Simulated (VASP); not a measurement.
# Cu (P6/mmm) in VASP: notebook

Runs on Cu. Level: PBE. Tasks: relaxation of shape and atoms at fixed volume, relaxation of cell and atoms, single point.

Program: VASP 6.6.1. These are calculated values, not measurements. Logs are shortened: lines on timing, memory, paths and dates and some standing lists are left out, and cuts for length are marked.

**1. The cell of the first run**

It takes space group P6/mmm (No. 191, hexagonal). Conventional cell: a = 3.958 Å, b = 3.958 Å, c = 2.369 Å, α = 90.00°, β = 90.00°, γ = 120.00°. Cu (site symmetry 6/mmm) has 14 Cu at 2.37 to 2.57 Å within 3.1 Å. Within 3.0 Å of Cu (site symmetry -6m2) lie 11 Cu at 2.28 to 2.57 Å.

**2. Relaxation of shape and atoms at fixed volume, PBE**

The input, INCAR:

```
SYSTEM = Cu
PREC = Accurate
ENCUT = 600
EDIFF = 1E-6
ISMEAR = -1
SIGMA = 0.08
LREAL = .False.
LASPH = .True.
NELM = 100
ALGO = Normal
ISIF = 4
LWAVE = .False.
LCHARG = .False.
GGA = PE
IBRION = 2
NSW = 50
EDIFFG = -0.005
```

The input, KPOINTS:

```
regular mesh
0
Gamma
  9 9 12
  0 0 0
```

The input, POSCAR:

```
Cu
1.0
    3.9576709665      0.0000000000      0.0000000000
   -1.9788354832      3.4274435969      0.0000000000
    0.0000000000      0.0000000000      2.3693833322
Cu
3
Direct
    0.0000000000      0.0000000000      0.0000000000
    0.3333333333      0.6666666667      0.5000000000
    0.6666666667      0.3333333333      0.5000000000
```

Potentials or basis: VASP PAW PBE potentials, release 64 (Cu).

Run with:

```sh
> cat potpaw_PBE.64/Cu/POTCAR > POTCAR
> mpirun -np 1 vasp_std > vasp.out
```

OUTCAR:

```text
SYSTEM = Cu
   PREC = Accurate
   ENCUT = 600
   EDIFF = 1E-6
   ISMEAR = -1
   LREAL = .False.
   LASPH = .True.
   NELM = 100
   ISIF = 4
   GGA = PE
   IBRION = 2
   NSW = 50
   EDIFFG = -0.005

 ion  position               nearest neighbor table
   1  0.000  0.000  0.000-   2 2.57   3 2.57   2 2.57   3 2.57   3 2.57   3 2.57   2 2.57   2 2.57
                             3 2.57   3 2.57   2 2.57   2 2.57
   2  0.333  0.667  0.500-   3 2.28   3 2.28   3 2.28   1 2.57   1 2.57   1 2.57   1 2.57   1 2.57
                             1 2.57
   3  0.667  0.333  0.500-   2 2.28   2 2.28   2 2.28   1 2.57   1 2.57   1 2.57   1 2.57   1 2.57
                             1 2.57

  LATTYP: Found a hexagonal cell.
 ALAT       =     3.9576709665
 C/A-ratio  =     0.5986812325

  Lattice vectors:

 A1 = (   3.9576709665,   0.0000000000,   0.0000000000)
 A2 = (  -1.9788354832,   3.4274435969,   0.0000000000)
 A3 = (   0.0000000000,   0.0000000000,   2.3693833322)

Analysis of symmetry for initial positions (statically):
=====================================================================
 Subroutine PRICEL returns:
 Original cell was already a primitive cell.

 Routine SETGRP: Setting up the symmetry group for a
 hexagonal supercell.

 Subroutine GETGRP returns: Found 24 space group operations
 (whereof 24 operations were pure point group operations)
 out of a pool of 24 trial point group operations.

The static configuration has the point symmetry D_6h.

Analysis of symmetry for dynamics (positions and initial velocities):
=====================================================================
 Subroutine PRICEL returns:
 Original cell was already a primitive cell.

 Routine SETGRP: Setting up the symmetry group for a
 hexagonal supercell.

 Subroutine GETGRP returns: Found 24 space group operations
 (whereof 24 operations were pure point group operations)
 out of a pool of 24 trial point group operations.

The dynamic configuration has the point symmetry D_6h.

 Subroutine INISYM returns: Found 24 space group operations
 (whereof 24 operations are pure point group operations),
 and found     1 'primitive' translations

----------------------------------------------------------------------------------------

                                     Primitive cell

  volume of cell :      32.1400

  direct lattice vectors                    reciprocal lattice vectors
     3.957670966  0.000000000  0.000000000     0.252673860  0.145881321  0.000000000
    -1.978835483  3.427443597  0.000000000     0.000000000  0.291762642  0.000000000
     0.000000000  0.000000000  2.369383332     0.000000000  0.000000000  0.422050745

  length of vectors
     3.957670966  3.957670967  2.369383332     0.291762642  0.291762642  0.422050745

  position of ions in fractional coordinates (direct lattice)
     0.000000000  0.000000000  0.000000000
     0.333333333  0.666666667  0.500000000
     0.666666667  0.333333333  0.500000000

  ion indices of the primitive-cell ions
   primitive index   ion index
                 1           1
                 2           2
                 3           3

----------------------------------------------------------------------------------------

 KPOINTS: regular mesh

Automatic generation of k-mesh.
 Grid dimensions read from file:
 generate k-points for:    9    9   12

 Generating k-lattice:

  Cartesian coordinates                     Fractional coordinates (reciprocal lattice)
     0.028074873  0.016209036  0.000000000     0.111111111  0.000000000  0.000000000
[... 60 lines left out ...]
   LREAL  =      F    real-space projection
   EDIFFG = -.5E-02   stopping-criterion for IOM
   NSW    =     50    number of steps for IOM
   IBRION =      2    ionic relax: 0-MD 1-quasi-New 2-CG
   NFREE  =      1    steps in history (QN), initial steepest desc. (CG)
   ISIF   =      4    stress and relaxation
   ISYM   =      2    0-nonsym 1-usesym 2-fastsym
   POTIM  = 0.5000    time-step for ionic-motion
   TEBEG  =    0.0;   TEEND  =   0.0 temperature during run
   PSTRESS=    0.0 pullay stress
   NELECT =      33.0000    total number of electrons
   NUPDOWN=      -1.0000    fix difference up-down
   EMIN   =  10.00;   EMAX   =-10.00  energy-range for DOS
   EFERMI =   0.00;   METHOD = LEGACY
   ISMEAR =    -1;   SIGMA  =   0.08  broadening in eV -4-tet -1-fermi 0-gaus
   EFERMI_NEDOS =   21; number of points for ismear=-14 and -15
   IALGO  =     38    algorithm
   IMIX   =      4    mixing-type and parameters
     AMIX     =   0.40;   BMIX     =  1.00
     AMIX_MAG =   1.60;   BMIX_MAG =  1.00
  volume/ion in A,a.u.               =      10.71        72.30
  Fermi-wavevector in a.u.,A,eV,Ry     =   1.651573  3.121020 37.112509  2.727692
  Thomas-Fermi vector in A             =   2.740329
   LORBIT       =      0    0 simple, 1 ext, 2 COOP (PROOUT), +10 PAW based schemes
   GGA     = PE    functional components
   LHFCALC =     F    Hartree Fock is set to
   AEXX    =    0.0000 exact exchange contribution
   IVDW    =     0    specifies the selected vdW correction
   LEPSILON=     F    determine dielectric tensor
   LRPA    =     F    only Hartree local field effects (RPA)
 conjugate gradient relaxation of ions
 non-spin polarized calculation
  energy-cutoff  :      600.00
  volume of cell :       32.14
 maximum number of plane-waves:      1095
 NGX is ok and might be reduce to    32
   NGX = 15   NGY = 15   NGZ =  9

--------------------------------------- Ionic step        1  -------------------------------------------

 number of electron      32.9999994 magnetization

 Free energy of the ion-electron system (eV)
  ---------------------------------------------------
  ext. energy  EPLUGINS =         0.00000000
  ---------------------------------------------------
  free energy    TOTEN  =       -10.66156002 eV

  energy without entropy =      -10.64469833  energy(sigma->0) =      -10.65312918

------------------------ aborting loop because EDIFF is reached ----------------------------------------

  FORCE on cell =-STRESS in cart. coord.  units (eV):
  Direction    XX          YY          ZZ          XY          YZ          ZX
  --------------------------------------------------------------------------------------
  -------------------------------------------------------------------------------------
  Total        4.9563095      4.9563095      4.9267061      0.0000000      0.0000000     -0.0000000
  in kB      247.0720801    247.0720802    245.5963471      0.0000000      0.0000000     -0.0000000
  external PRESSURE =     246.5801691 kB  Pullay stress =       0.0000000 kB

 VOLUME and BASIS-vectors are now :
 -----------------------------------------------------------------------------
  energy-cutoff  :      600.00
  volume of cell :       32.14
      direct lattice vectors                 reciprocal lattice vectors
     3.957670966  0.000000000  0.000000000     0.252673860  0.145881321  0.000000000
    -1.978835483  3.427443597  0.000000000     0.000000000  0.291762642  0.000000000
     0.000000000  0.000000000  2.369383332     0.000000000  0.000000000  0.422050745

 POSITION                                       TOTAL-FORCE (eV/Angst)
 -----------------------------------------------------------------------------------
      0.00000      0.00000      0.00000         0.000000      0.000000      0.000000
     -0.00000      2.28496      1.18469        -0.000000      0.000000      0.000000
      1.97884      1.14248      1.18469         0.000000      0.000000     -0.000000
 -----------------------------------------------------------------------------------
    total drift:                               -0.000000      0.000000      0.000000

  FREE ENERGIE OF THE ION-ELECTRON SYSTEM (eV)
  ---------------------------------------------------
  free  energy   TOTEN  =       -10.6615600215 eV

  energy  without entropy=      -10.6446983343  energy(sigma->0) =      -10.65312918

--------------------------------------- Ionic step        2  -------------------------------------------

 number of electron      32.9999995 magnetization

 Free energy of the ion-electron system (eV)
  ---------------------------------------------------
  ext. energy  EPLUGINS =         0.00000000
  ---------------------------------------------------
  free energy    TOTEN  =       -10.66156246 eV

  energy without entropy =      -10.64470627  energy(sigma->0) =      -10.65313437

 E-fermi :   8.8853     XC(G=0): -13.2948

 val. band max:        8.8014298456   @ k =   0.4444   0.0000   0.0833
 cond. band min:       8.8968572573   @ k =   0.3333   0.3333   0.4167
 fundamental gap:      0.0954274117
 Fermi energy:         8.8852825607

 k-point     1 :       0.0000    0.0000    0.0000
  band No.  band energies     occupation
      1      -1.2502      2.00000
      2       3.7386      2.00000
      3       4.7745      2.00000
      4       4.7745      2.00000
      5       4.8327      2.00000
      6       4.8327      2.00000
[... 541 lines left out ...]
     19      18.9495      0.00000
     20      18.9886      0.00000

 [... further k-points ...]

------------------------ aborting loop because EDIFF is reached ----------------------------------------

  FORCE on cell =-STRESS in cart. coord.  units (eV):
  Direction    XX          YY          ZZ          XY          YZ          ZX
  --------------------------------------------------------------------------------------
  -------------------------------------------------------------------------------------
  Total        4.8837260      4.8837260      4.8856513      0.0000000     -0.0000000      0.0000000
  in kB      243.4537930    243.4537930    243.5497695      0.0000000     -0.0000000      0.0000000
  external PRESSURE =     243.4857852 kB  Pullay stress =       0.0000000 kB

 VOLUME and BASIS-vectors are now :
 -----------------------------------------------------------------------------
  energy-cutoff  :      600.00
  volume of cell :       32.14
      direct lattice vectors                 reciprocal lattice vectors
     3.958299083  0.000000000 -0.000000000     0.252633765  0.145858172 -0.000000000
    -1.979149541  3.427987561 -0.000000000    -0.000000000  0.291716344 -0.000000000
     0.000000000  0.000000000  2.368631429     0.000000000  0.000000000  0.422184721

 POSITION                                       TOTAL-FORCE (eV/Angst)
 -----------------------------------------------------------------------------------
      0.00000      0.00000     -0.00000        -0.000000     -0.000000      0.000000
     -0.00000      2.28533      1.18432        -0.000000      0.000000     -0.000000
      1.97915      1.14266      1.18432         0.000000     -0.000000      0.000000
 -----------------------------------------------------------------------------------
    total drift:                               -0.000000      0.000000      0.000000

  FREE ENERGIE OF THE ION-ELECTRON SYSTEM (eV)
  ---------------------------------------------------
  free  energy   TOTEN  =       -10.6615624584 eV

  energy  without entropy=      -10.6447062719  energy(sigma->0) =      -10.65313437

 reached required accuracy - stopping structural energy minimisation
```

Wall time 40 s (1 thread of Intel Xeon 6975P-C, shared host); peak memory 0.19 GiB.

What came out:

- Free energy: -10.6616 eV
- Energy gained by relaxing: 0.0 meV/atom
- Ionic steps: 2
- Pressure after relaxing: 24.3 GPa

Final structure:
```xyz
3
Lattice="3.9583 0.0000 0.0000 -1.9791 3.4280 0.0000 0.0000 0.0000 2.3686" Properties=species:S:1:pos:R:3 pbc="T T T"
Cu    0.0000    0.0000    0.0000
Cu    0.0000    2.2853    1.1843
Cu    1.9792    1.1427    1.1843
```

[end of part 1 of 2]
